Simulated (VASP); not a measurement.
## Pt: single point with r2SCAN

Crystal: Pt.

```
Pt
1.0
    -1.61020    1.61020    1.61020
     1.61020   -1.61020    1.61020
     1.61020    1.61020   -1.61020
Pt
1
Direct
  0.00000 0.00000 0.00000
```

```json
{
  "Program": "VASP 6.6.1",
  "Task": "single point",
  "Functional": "r2SCAN",
  "Potentials or basis": "VASP PAW PBE potentials, release 64 (Pt)",
  "Cutoff": "520 eV",
  "k mesh": "13 × 13 × 13",
  "Occupations": "fermi-dirac, width 0.1 eV",
  "Spin": "no spin polarisation",
  "Dipole correction": "no",
  "Further INCAR settings": "ALGO = Normal; EDIFF = 1e-06; NBANDS = 11"
}
```

```json
{
 "Pressure": "-15.3 GPa",
 "Band gap on the k mesh": "zero (band 5 reaches 9.87 eV, above the bottom of band 6 at 7.85 eV)"
}
```

Levels at points of the mesh, in eV from the Fermi level:
```
           k point  band 2  band 3  band 4  band 5  band 6  band 7  band 8  band 9
(0.00, 0.00, 0.00)   -3.37   -3.37   -3.37   -1.07   -1.07   18.03   18.03   18.03
```

It took 21 s on 1 thread of Intel(R) Xeon(R) 6975P-C (Granite Rapids) (shared host), peak memory 0.15 GiB.

Caveat: the PAW data sets were made with another functional, which shifts forces and pressure a little; spin-orbit coupling is left out, which moves the levels of the heavy elements.
